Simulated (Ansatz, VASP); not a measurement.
# One calculation of AlAs, two programs

```
CELL_PARAMETERS angstrom
0.00000 2.86330 2.86330
2.86330 0.00000 2.86330
2.86330 2.86330 0.00000
ATOMIC_POSITIONS crystal
Al 0.75000 0.75000 0.75000
As 0.00000 0.00000 0.00000
```

Alike in both runs: functional PBE; k mesh 8 × 8 × 8; occupations gaussian, width 0.02 eV; no spin polarisation.

Ansatz relaxed the structure, and its values are those at the end. VASP's run is a single point on that final structure, the one shown.

```csv
,VASP,Ansatz
version,VASP 6.6.1,Ansatz 0.2.0
potentials or method,"VASP PAW PBE potentials, release 64 (Al, As), cutoff 500 eV","scalar-relativistic, plane waves, PAW"
valence electrons in the cell,8,18
```

|  | VASP | Ansatz | Ansatz less VASP |
| --- | --- | --- | --- |
| gap on the k mesh at the Fermi level (eV) | 1.49 | 1.50 | +0.009 |
| least direct gap on the mesh (eV) | 1.79 | 1.78 | -0.006 |
| pressure (GPa) | 0.2 | 0.1 | -0.16 |

The functional is the same, so the differences come from potentials, cutoffs and numerics. VASP's potentials hold 8 valence electrons a cell and Ansatz's 18, so a difference there can come from the potentials and not from the codes.
